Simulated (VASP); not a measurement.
# P (I-4m2) in VASP: single point with PBE

Aim: the single point of P with PBE.

All numbers are computed with VASP 6.6.1; they aren't measurements. Logs are shortened: lines on timing, memory, paths and dates and some standing lists are left out, and cuts for length are marked.

## Step 1: The cell of the first run

Symmetry: I-4m2, No. 119, tetragonal system. Conventional cell: a = 3.980 Å, b = 3.980 Å, c = 8.483 Å, α = 90.00°, β = 90.00°, γ = 90.00°. P (site symmetry 2mm) has 3 P at 2.08 to 2.27 Å within 2.7 Å. P (site symmetry -4m2) has 4 P at 2.27 Å within 3.0 Å.

## Step 2: Single point, PBE

The input, INCAR:

```
PREC = Accurate ; ENCUT = 500
EDIFF = 1E-6 ; ISMEAR = 0
SIGMA = 0.2 ; LREAL = False
LASPH = True ; NELM = 120
ALGO = Normal ; ISIF = 2
LWAVE = False ; LCHARG = False
GGA = PE ; NBANDS = 24
GGA_COMPAT = False
```

The input, KPOINTS:

```
regular mesh
0
Gamma
  6 6 4
```

The input, POSCAR:

```
P
1.0
    1.9898685234     -1.9898685234     -4.2414656414
    1.9898685234     -1.9898685234      4.2414656414
   -3.9797370469     -3.9797370469      0.0000000000
P
6
Direct
    0.6223251814      0.3776748186      1.0000000000
    0.1223251814      0.8776748186      0.5000000000
    0.5000000000      0.0000000000      0.7500000000
    0.0000000000      0.5000000000      0.2500000000
    0.8776748186      0.1223251814      0.5000000000
    0.3776748186      0.6223251814      0.0000000000
```

Potentials or basis: VASP PAW PBE potentials, release 64 (P).

Launch:

```sh
cat potpaw_PBE.64/P/POTCAR > POTCAR
mpirun -np 1 vasp_std > vasp.out
```

OUTCAR:

```text
PREC = Accurate
   ENCUT = 500
   EDIFF = 1E-6
   ISMEAR = 0
   LREAL = False
   LASPH = True
   NELM = 120
   ISIF = 2
   GGA = PE

 ion  position               nearest neighbor table
   1  0.622  0.378  0.000-   6 2.08   4 2.27   3 2.27
   2  0.122  0.878  0.500-   5 2.08   4 2.27   3 2.27
   3  0.500  0.000  0.750-   1 2.27   2 2.27   5 2.27   6 2.27
   4  0.000  0.500  0.250-   1 2.27   2 2.27   5 2.27   6 2.27
   5  0.878  0.122  0.500-   2 2.08   3 2.27   4 2.27
   6  0.378  0.622  0.000-   1 2.08   3 2.27   4 2.27

  LATTYP: Found a base centered orthorhombic cell.
 ALAT       =     5.6281981063
 B/A-ratio  =     1.5072197394
 C/A-ratio  =     1.0000000000

  Lattice vectors:

 A1 = (   1.9898685234,  -1.9898685234,  -4.2414656414)
 A2 = (   1.9898685234,  -1.9898685234,   4.2414656414)
 A3 = (  -3.9797370469,  -3.9797370469,   0.0000000000)

Analysis of symmetry for initial positions (statically):
=====================================================================
 Subroutine PRICEL returns following result:

  LATTYP: Found a body centered tetragonal cell.
 ALAT       =     3.9797370468
 C/A-ratio  =     2.1315305969

  Lattice vectors:

 A1 = (   1.9898685234,   1.9898685235,   4.2414656414)
 A2 = (  -1.9898685235,  -1.9898685234,   4.2414656414)
 A3 = (   1.9898685234,  -1.9898685234,  -4.2414656414)

   2 primitive cells build up your supercell.

 Routine SETGRP: Setting up the symmetry group for a
 base centered orthorhombic supercell.

 Subroutine GETGRP returns: Found  4 space group operations
 (whereof  4 operations were pure point group operations)
 out of a pool of  8 trial point group operations.

The static configuration has the point symmetry D_2 .

Analysis of symmetry for dynamics (positions and initial velocities):
=====================================================================
 Subroutine PRICEL returns following result:

  LATTYP: Found a body centered tetragonal cell.
 ALAT       =     3.9797370468
 C/A-ratio  =     2.1315305969

  Lattice vectors:

 A1 = (   1.9898685234,   1.9898685235,   4.2414656414)
 A2 = (  -1.9898685235,  -1.9898685234,   4.2414656414)
 A3 = (   1.9898685234,  -1.9898685234,  -4.2414656414)

   2 primitive cells build up your supercell.

 Routine SETGRP: Setting up the symmetry group for a
 base centered orthorhombic supercell.
[... 101 lines left out ...]
   ISPIN  =      1    spin polarized calculation?
   LNONCOLLINEAR =      F non collinear calculations
   LSORBIT =      F    spin-orbit coupling
   LASPH  =      T    aspherical Exc in radial PAW
   ENCUT  =  500.0 eV  36.75 Ry    6.06 a.u.   9.28  9.28 10.26*2*pi/ulx,y,z
   NELM   =    120;   NELMIN=  2; NELMDL= -5     # of ELM steps
   EDIFF  = 0.1E-05   stopping-criterion for ELM
   LREAL  =      F    real-space projection
   EDIFFG = 0.1E-04   stopping-criterion for IOM
   NSW    =      0    number of steps for IOM
   IBRION =     -1    ionic relax: 0-MD 1-quasi-New 2-CG
   NFREE  =      0    steps in history (QN), initial steepest desc. (CG)
   ISIF   =      2    stress and relaxation
   ISYM   =      2    0-nonsym 1-usesym 2-fastsym
   POTIM  = 0.5000    time-step for ionic-motion
   TEBEG  =    0.0;   TEEND  =   0.0 temperature during run
   PSTRESS=    0.0 pullay stress
   NELECT =      30.0000    total number of electrons
   NUPDOWN=      -1.0000    fix difference up-down
   EMIN   =  10.00;   EMAX   =-10.00  energy-range for DOS
   EFERMI =   0.00;   METHOD = LEGACY
   ISMEAR =     0;   SIGMA  =   0.20  broadening in eV -4-tet -1-fermi 0-gaus
   EFERMI_NEDOS =   21; number of points for ismear=-14 and -15
   IALGO  =     38    algorithm
   IMIX   =      4    mixing-type and parameters
     AMIX     =   0.40;   BMIX     =  1.00
     AMIX_MAG =   1.60;   BMIX_MAG =  1.00
  volume/ion in A,a.u.               =      22.39       151.11
  Fermi-wavevector in a.u.,A,eV,Ry     =   0.993185  1.876848 13.421023  0.986417
  Thomas-Fermi vector in A             =   2.125050
   LORBIT       =      0    0 simple, 1 ext, 2 COOP (PROOUT), +10 PAW based schemes
   GGA     = PE    functional components
   LHFCALC =     F    Hartree Fock is set to
   AEXX    =    0.0000 exact exchange contribution
   IVDW    =     0    specifies the selected vdW correction
   LEPSILON=     F    determine dielectric tensor
   LRPA    =     F    only Hartree local field effects (RPA)
 non-spin polarized calculation
 Gauss-broadening in eV      SIGMA  =   0.20
  energy-cutoff  :      500.00
  volume of cell :      134.36
 maximum number of plane-waves:      3450
 NGX is ok and might be reduce to    40
   NGX = 19   NGY = 19   NGZ = 21

 number of electron      29.9999995 magnetization

 Free energy of the ion-electron system (eV)
  ---------------------------------------------------
  ext. energy  EPLUGINS =         0.00000000
  ---------------------------------------------------
  free energy    TOTEN  =       -29.08172438 eV

  energy without entropy =      -29.03569743  energy(sigma->0) =      -29.05871091

 E-fermi :   4.2850     XC(G=0):  -8.9157

 val. band max:        4.2747950059   @ k =  -0.3333   0.3333   0.2500
 cond. band min:       4.3900243665   @ k =   0.3333   0.3333   0.0000
 fundamental gap:      0.1152293606
 Fermi energy:         4.2849560291

 k-point     1 :       0.0000    0.0000    0.0000
  band No.  band energies     occupation
      1     -10.4295      2.00000
      2      -8.0644      2.00000
      3      -7.4399      2.00000
      4      -5.2735      2.00000
      5      -4.3561      2.00000
      6      -4.2076      2.00000
[... 637 lines left out ...]
     23       8.5717      0.00000
     24      10.4289      0.00000

 [... further k-points ...]
[... 5 lines left out ...]
  --------------------------------------------------------------------------------------
  -------------------------------------------------------------------------------------
  Total       -0.1550163     -0.1550163     -0.2807921      0.0242358      0.0000000      0.0000000
  in kB       -1.8485592     -1.8485592     -3.3484264      0.2890097      0.0000000      0.0000000
  external PRESSURE =      -2.3485150 kB  Pullay stress =       0.0000000 kB

 VOLUME and BASIS-vectors are now :
 -----------------------------------------------------------------------------
  energy-cutoff  :      500.00
  volume of cell :      134.36
      direct lattice vectors                 reciprocal lattice vectors
     1.989868523 -1.989868523 -4.241465641     0.125636441 -0.125636441 -0.117883779
     1.989868523 -1.989868523  4.241465641     0.125636441 -0.125636441  0.117883779
    -3.979737047 -3.979737047  0.000000000    -0.125636441 -0.125636441  0.000000000

 POSITION                                       TOTAL-FORCE (eV/Angst)
 -----------------------------------------------------------------------------------
      1.98987     -1.98987     -1.03768        -0.000000     -0.000000      0.038215
     -0.00000     -3.97974      3.20379        -0.000000     -0.000000      0.038215
     -1.98987     -3.97974     -2.12073         0.000000      0.000000      0.000000
     -0.00000     -1.98987      2.12073         0.000000      0.000000      0.000000
     -0.00000     -3.97974     -3.20379         0.000000      0.000000     -0.038215
      1.98987     -1.98987      1.03768         0.000000      0.000000     -0.038215
 -----------------------------------------------------------------------------------
    total drift:                               -0.000000     -0.000000      0.000000

  FREE ENERGIE OF THE ION-ELECTRON SYSTEM (eV)
  ---------------------------------------------------
  free  energy   TOTEN  =       -29.0817243826 eV

  energy  without entropy=      -29.0356974307  energy(sigma->0) =      -29.05871091
```

OSZICAR:

```text
N       E                     dE             d eps       ncg     rms          rms(c)
DAV:   1     0.110009841305E+03    0.11001E+03   -0.11797E+04  1872   0.102E+03
DAV:   2    -0.213984643789E+02   -0.13141E+03   -0.12473E+03  2496   0.173E+02
DAV:   3    -0.292646555580E+02   -0.78662E+01   -0.77106E+01  2480   0.430E+01
DAV:   4    -0.294141370579E+02   -0.14948E+00   -0.14917E+00  2320   0.696E+00
DAV:   5    -0.294185997741E+02   -0.44627E-02   -0.44616E-02  2624   0.110E+00    0.129E+01
DAV:   6    -0.291318191032E+02    0.28678E+00   -0.42944E-01  2232   0.321E+00    0.771E+00
DAV:   7    -0.290822393939E+02    0.49580E-01   -0.25062E-01  2400   0.219E+00    0.126E+00
DAV:   8    -0.290806410836E+02    0.15983E-02   -0.19974E-02  2328   0.778E-01    0.406E-01
DAV:   9    -0.290811886390E+02   -0.54756E-03   -0.29690E-03  2456   0.284E-01    0.212E-01
DAV:  10    -0.290814968832E+02   -0.30824E-03   -0.32339E-04  2456   0.854E-02    0.851E-02
DAV:  11    -0.290817055892E+02   -0.20871E-03   -0.25273E-04  2344   0.749E-02    0.215E-02
DAV:  12    -0.290817123681E+02   -0.67789E-05   -0.16453E-05  2448   0.216E-02    0.156E-02
DAV:  13    -0.290817244610E+02   -0.12093E-04   -0.21562E-05  2272   0.194E-02    0.438E-03
DAV:  14    -0.290817243826E+02    0.78417E-07   -0.33878E-07  1840   0.307E-03
   1 F= -.29081724E+02 E0= -.29058711E+02  d E =-.460270E-01
```

It took 2.5 min on 1 thread of Intel Xeon Platinum 8375C at 2.90GHz (Ice Lake), shared host; peak memory 0.27 GiB.

Results:

| Property | Result |
| --- | --- |
| Free energy | -29.0817 eV |
| Pressure | -0.2 GPa |
| Largest force | 0.038 eV/Å |
| Band gap on the k mesh | zero (band 15 reaches 5.80 eV, above the bottom of band 16 at 3.37 eV) |

Forces on the atoms (eV/Å):
```
P    0.000  0.000  0.038
P    0.000  0.000  0.038
P    0.000  0.000  0.000
P    0.000  0.000  0.000
P    0.000  0.000 -0.038
P    0.000  0.000 -0.038
```
